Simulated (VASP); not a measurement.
# CdHg2Te3 (I4/mmm) in VASP: single point with PBE

Aim: the single point of CdHg2Te3 with PBE.

All numbers are computed with VASP 6.6.1; they aren't measurements. Logs are shortened: lines on timing, memory, paths and dates and some standing lists are left out, and cuts for length are marked.

### Step 1. The cell of the first run

It takes space group I4/mmm (No. 139, tetragonal). The conventional cell has a = 4.329 Å, b = 4.329 Å, c = 18.528 Å, α = 90.00°, β = 90.00°, γ = 90.00°. Cd (site symmetry 4/mmm) has 6 Te at 3.04 to 3.06 Å within 4.0 Å. Hg (site symmetry 4mm) has 6 Te at 3.06 to 3.15 Å within 4.0 Å. Within 4.0 Å of Te (site symmetry 4mm) lie 1 Cd at 3.04 Å and 5 Hg at 3.06 to 3.15 Å. Te (site symmetry 4/mmm) has 4 Cd at 3.06 Å and 2 Hg at 3.08 Å within 4.0 Å.

### Step 2. Single point, PBE

The input, INCAR:

```
ALGO     = Normal         # electronic algorithm
EDIFF    = 1E-6           # SCF threshold, eV
ENCUT    = 520            # plane-wave cutoff, eV
GGA      = PE             # functional
ISIF     = 2              # what is computed and relaxed
ISMEAR   = 0              # smearing method
LASPH    = T              # aspherical terms in the spheres
LCHARG   = F              # write CHGCAR
LREAL    = F              # projectors in reciprocal space
LWAVE    = F              # write WAVECAR
NBANDS   = 36             # bands
NELM     = 80             # most SCF steps
PREC     = Accurate       # precision mode
SIGMA    = 0.1            # smearing width, eV
```

The input, KPOINTS:

```
k-points
0
Gamma
  12 12 12
```

The input, POSCAR:

```
CdHg2Te3
1.0
   -2.1645004240      2.1645004240      9.2638158446
    2.1645004240     -2.1645004240      9.2638158446
    2.1645004240      2.1645004240     -9.2638158446
Cd Hg Te
1 2 3
Direct
    0.5000000000      0.5000000000      0.0000000000
    0.8339833425      0.8339833425      0.0000000000
    0.1660166575      0.1660166575      0.0000000000
    0.6642043426      0.6642043426      0.0000000000
    0.0000000000      0.0000000000      0.0000000000
    0.3357956574      0.3357956574      0.0000000000
```

Potentials or basis: VASP PAW PBE potentials, release 64 (Cd, Hg, Te).

Command:

```
cat potpaw_PBE.64/Cd/POTCAR potpaw_PBE.64/Hg/POTCAR potpaw_PBE.64/Te/POTCAR > POTCAR
mpirun -np 1 vasp_std > vasp.out
```

OUTCAR:

```text
EDIFF = 1E-6
   ENCUT = 520
   GGA = PE
   ISIF = 2
   ISMEAR = 0
   LASPH = T
   LREAL = F
   NELM = 80
   PREC = Accurate

 ion  position               nearest neighbor table
   1  0.500  0.500  0.000-   4 3.04   6 3.04   5 3.06   5 3.06   5 3.06   5 3.06
   2  0.834  0.834  0.000-   6 3.06   6 3.06   6 3.06   6 3.06   5 3.08   4 3.15
   3  0.166  0.166  0.000-   4 3.06   4 3.06   4 3.06   4 3.06   5 3.08   6 3.15
   4  0.664  0.664  0.000-   1 3.04   3 3.06   3 3.06   3 3.06   3 3.06   2 3.15
   5  0.000  0.000  0.000-   1 3.06   1 3.06   1 3.06   1 3.06   3 3.08   2 3.08
   6  0.336  0.336  0.000-   1 3.04   2 3.06   2 3.06   2 3.06   2 3.06   3 3.15

  LATTYP: Found a body centered tetragonal cell.
 ALAT       =     4.3290008480
 C/A-ratio  =     4.2798863617

  Lattice vectors:

 A1 = (  -2.1645004240,   2.1645004240,   9.2638158446)
 A2 = (   2.1645004240,  -2.1645004240,   9.2638158446)
 A3 = (   2.1645004240,   2.1645004240,  -9.2638158446)

Analysis of symmetry for initial positions (statically):
=====================================================================
 Subroutine PRICEL returns:
 Original cell was already a primitive cell.

 Routine SETGRP: Setting up the symmetry group for a
 body centered tetragonal supercell.

 Subroutine GETGRP returns: Found 16 space group operations
 (whereof 16 operations were pure point group operations)
 out of a pool of 16 trial point group operations.

The static configuration has the point symmetry D_4h.

Analysis of symmetry for dynamics (positions and initial velocities):
=====================================================================
 Subroutine PRICEL returns:
 Original cell was already a primitive cell.

 Routine SETGRP: Setting up the symmetry group for a
 body centered tetragonal supercell.

 Subroutine GETGRP returns: Found 16 space group operations
 (whereof 16 operations were pure point group operations)
 out of a pool of 16 trial point group operations.

The dynamic configuration has the point symmetry D_4h.

 Subroutine INISYM returns: Found 16 space group operations
 (whereof 16 operations are pure point group operations),
 and found     1 'primitive' translations

----------------------------------------------------------------------------------------

                                     Primitive cell

  volume of cell :     173.6062

  direct lattice vectors                    reciprocal lattice vectors
    -2.164500424  2.164500424  9.263815845     0.000000000  0.231000186  0.053973439
     2.164500424 -2.164500424  9.263815845     0.231000186  0.000000000  0.053973439
     2.164500424  2.164500424 -9.263815845     0.231000186  0.231000186  0.000000000

  length of vectors
     9.756454693  9.756454693  9.756454693     0.237221875  0.237221875  0.326683596

  position of ions in fractional coordinates (direct lattice)
     0.500000000  0.500000000  0.000000000
     0.833983342  0.833983342  0.000000000
     0.166016658  0.166016658  0.000000000
     0.664204343  0.664204343  0.000000000
     0.000000000  0.000000000  0.000000000
     0.335795657  0.335795657  0.000000000

  ion indices of the primitive-cell ions
   primitive index   ion index
                 1           1
                 2           2
                 3           3
                 4           4
                 5           5
                 6           6

----------------------------------------------------------------------------------------

 KPOINTS: k-points

Automatic generation of k-mesh.
 Grid dimensions read from file:
 generate k-points for:   12   12   12

 Generating k-lattice:

  Cartesian coordinates                     Fractional coordinates (reciprocal lattice)
     0.000000000  0.019250015  0.004497787     0.083333333  0.000000000  0.000000000
     0.019250015  0.000000000  0.004497787     0.000000000  0.083333333  0.000000000
     0.019250015  0.019250015  0.000000000     0.000000000  0.000000000  0.083333333

  Length of vectors
     0.019768490  0.019768490  0.027223633

  Shift w.r.t. Gamma in fractional coordinates (k-lattice)
     0.000000000  0.000000000  0.000000000

 Subroutine IBZKPT returns following result:
 ===========================================

 Found    163 irreducible k-points:

 Following reciprocal coordinates:
            Coordinates               Weight
  0.000000  0.000000  0.000000      1.000000
  0.083333 -0.000000  0.000000      8.000000
  0.166667  0.000000  0.000000      8.000000
  0.250000 -0.000000  0.000000      8.000000
  0.333333  0.000000 -0.000000      8.000000
  0.416667 -0.000000  0.000000      8.000000
[... 16 lines left out ...]
  0.500000  0.166667  0.000000     16.000000
 -0.416667  0.166667 -0.000000     16.000000
 [... further k-points ...]
   k-points           NKPTS =    163   k-points in BZ     NKDIM =    163   number of bands    NBANDS=     36
   number of dos      NEDOS =    301   number of ions     NIONS =      6
   total plane-waves  NPLWV = 512000
   dimension x,y,z NGX =    80 NGY =   80 NGZ =   80
   dimension x,y,z NGXF=   160 NGYF=  160 NGZF=  160
   ions per type =               1   2   3
   NGX,Y,Z   is equivalent  to a cutoff of  13.63, 13.63, 13.63 a.u.
   NGXF,Y,Z  is equivalent  to a cutoff of  27.26, 27.26, 27.26 a.u.
 SYSTEM =  unknown system
   PREC   = accura    normal or accurate (medium, high low for compatibility)
   ISTART =      0    job   : 0-new  1-cont  2-samecut
   ICHARG =      2    charge: 1-file 2-atom 10-const
   ISPIN  =      1    spin polarized calculation?
   LNONCOLLINEAR =      F non collinear calculations
   LSORBIT =      F    spin-orbit coupling
   LASPH  =      T    aspherical Exc in radial PAW
   ENCUT  =  520.0 eV  38.22 Ry    6.18 a.u.  18.14 18.14 18.14*2*pi/ulx,y,z
   NELM   =     80;   NELMIN=  2; NELMDL= -5     # of ELM steps
   EDIFF  = 0.1E-05   stopping-criterion for ELM
   LREAL  =      F    real-space projection
   EDIFFG = 0.1E-04   stopping-criterion for IOM
   NSW    =      0    number of steps for IOM
   IBRION =     -1    ionic relax: 0-MD 1-quasi-New 2-CG
   NFREE  =      0    steps in history (QN), initial steepest desc. (CG)
   ISIF   =      2    stress and relaxation
   ISYM   =      2    0-nonsym 1-usesym 2-fastsym
   POTIM  = 0.5000    time-step for ionic-motion
   TEBEG  =    0.0;   TEEND  =   0.0 temperature during run
   PSTRESS=    0.0 pullay stress
   NELECT =      54.0000    total number of electrons
   NUPDOWN=      -1.0000    fix difference up-down
   EMIN   =  10.00;   EMAX   =-10.00  energy-range for DOS
   EFERMI =   0.00;   METHOD = LEGACY
   ISMEAR =     0;   SIGMA  =   0.10  broadening in eV -4-tet -1-fermi 0-gaus
   EFERMI_NEDOS =   21; number of points for ismear=-14 and -15
   IALGO  =     38    algorithm
   IMIX   =      4    mixing-type and parameters
     AMIX     =   0.40;   BMIX     =  1.00
     AMIX_MAG =   1.60;   BMIX_MAG =  1.00
  volume/ion in A,a.u.               =      28.93       195.26
  Fermi-wavevector in a.u.,A,eV,Ry     =   1.109220  2.096122 16.740185  1.230369
  Thomas-Fermi vector in A             =   2.245757
   LORBIT       =      0    0 simple, 1 ext, 2 COOP (PROOUT), +10 PAW based schemes
   GGA     = PE    functional components
   LHFCALC =     F    Hartree Fock is set to
   AEXX    =    0.0000 exact exchange contribution
   IVDW    =     0    specifies the selected vdW correction
   LEPSILON=     F    determine dielectric tensor
   LRPA    =     F    only Hartree local field effects (RPA)
 non-spin polarized calculation
 Gauss-broadening in eV      SIGMA  =   0.10
  energy-cutoff  :      520.00
  volume of cell :      173.61
 maximum number of plane-waves:      4724
 NGX is ok and might be reduce to    80
   NGX = 37   NGY = 37   NGZ = 37

 number of electron      54.0000001 magnetization

 Free energy of the ion-electron system (eV)
  ---------------------------------------------------
  ext. energy  EPLUGINS =         0.00000000
  ---------------------------------------------------
  free energy    TOTEN  =       -11.14059806 eV

  energy without entropy =      -11.12337218  energy(sigma->0) =      -11.13198512

 E-fermi :   4.0301     XC(G=0):  -9.7304

 val. band max:        4.0294193806   @ k =  -0.3333   0.3333   0.0833
 cond. band min:       4.0321806944   @ k =   0.5000   0.5000   0.3333
 fundamental gap:      0.0027613138
 Fermi energy:         4.0301447502

 k-point     1 :       0.0000    0.0000    0.0000
  band No.  band energies     occupation
      1      -7.7307      2.00000
      2      -7.0472      2.00000
      3      -6.8965      2.00000
      4      -4.2546      2.00000
      5      -4.2375      2.00000
      6      -4.1723      2.00000
[... 28 lines left out ...]
     35      11.4892      0.00000
     36      11.4898      0.00000

 k-point     2 :       0.0833   -0.0000    0.0000
  band No.  band energies     occupation
      1      -7.6902      2.00000
      2      -7.0253      2.00000
      3      -6.8676      2.00000
      4      -4.2513      2.00000
      5      -4.2478      2.00000
      6      -4.1772      2.00000
[... 28 lines left out ...]
     35      11.0607      0.00000
     36      11.2476      0.00000

 k-point     3 :       0.1667    0.0000    0.0000
  band No.  band energies     occupation
      1      -7.5720      2.00000
      2      -6.9605      2.00000
      3      -6.7910      2.00000
      4      -4.2754      2.00000
      5      -4.2444      2.00000
      6      -4.1907      2.00000
[... 28 lines left out ...]
     35      10.3756      0.00000
     36      10.4086      0.00000
[... 742 lines left out ...]
 k-point    23 :       0.5000    0.1667    0.0000
  band No.  band energies     occupation
      1      -6.7787      2.00000
      2      -6.7090      2.00000
      3      -6.6065      2.00000
      4      -4.2912      2.00000
      5      -4.2394      2.00000
      6      -4.2333      2.00000
[... 28 lines left out ...]
     35       9.8139      0.00000
     36      10.0128      0.00000

 k-point    24 :      -0.4167    0.1667   -0.0000
  band No.  band energies     occupation
      1      -6.9228      2.00000
      2      -6.6618      2.00000
      3      -6.5964      2.00000
      4      -4.3177      2.00000
      5      -4.2361      2.00000
      6      -4.2095      2.00000
[... 28 lines left out ...]
     35       9.8073      0.00000
     36       9.9233      0.00000

 [... further k-points ...]

------------------------ aborting loop because EDIFF is reached ----------------------------------------

  FORCE on cell =-STRESS in cart. coord.  units (eV):
  Direction    XX          YY          ZZ          XY          YZ          ZX
  --------------------------------------------------------------------------------------
  -------------------------------------------------------------------------------------
  Total        0.1368252      0.1368252      0.1226532      0.0000000      0.0000000      0.0000000
  in kB        1.2627331      1.2627331      1.1319419      0.0000000      0.0000000      0.0000000
  external PRESSURE =       1.2191360 kB  Pullay stress =       0.0000000 kB

 VOLUME and BASIS-vectors are now :
 -----------------------------------------------------------------------------
  energy-cutoff  :      520.00
  volume of cell :      173.61
      direct lattice vectors                 reciprocal lattice vectors
    -2.164500424  2.164500424  9.263815845     0.000000000  0.231000186  0.053973439
     2.164500424 -2.164500424  9.263815845     0.231000186  0.000000000  0.053973439
     2.164500424  2.164500424 -9.263815845     0.231000186  0.231000186  0.000000000

 POSITION                                       TOTAL-FORCE (eV/Angst)
 -----------------------------------------------------------------------------------
      0.00000      0.00000      9.26382        -0.000000     -0.000000      0.000000
      0.00000      0.00000     15.45174         0.000000      0.000000      0.003757
      0.00000      0.00000      3.07590        -0.000000     -0.000000     -0.003757
      0.00000      0.00000     12.30613        -0.000000     -0.000000      0.003131
      0.00000      0.00000      0.00000        -0.000000     -0.000000      0.000000
      0.00000      0.00000      6.22150         0.000000      0.000000     -0.003131
 -----------------------------------------------------------------------------------
    total drift:                               -0.000000     -0.000000      0.000000

  FREE ENERGIE OF THE ION-ELECTRON SYSTEM (eV)
  ---------------------------------------------------
  free  energy   TOTEN  =       -11.1405980581 eV

  energy  without entropy=      -11.1233721788  energy(sigma->0) =      -11.13198512
```

Run time: 35 min. Hardware: 1 thread of Intel Xeon 6975P-C (Granite Rapids), shared host; peak memory 1.6 GiB.

Results:

* Free energy: -11.1406 eV
* Pressure: 0.1 GPa
* Largest force: 0.004 eV/Å
* Band gap on the k mesh: zero (bands 27 and 28 overlap by 2.35 eV)

Forces in eV/Å, atoms in the order of the input:
```
Cd   0.000  0.000  0.000
Hg   0.000  0.000  0.004
Hg   0.000  0.000 -0.004
Te   0.000  0.000  0.003
Te   0.000  0.000  0.000
Te   0.000  0.000 -0.003
```

Caveat: spin-orbit coupling is left out, which moves the levels of the heavy elements.
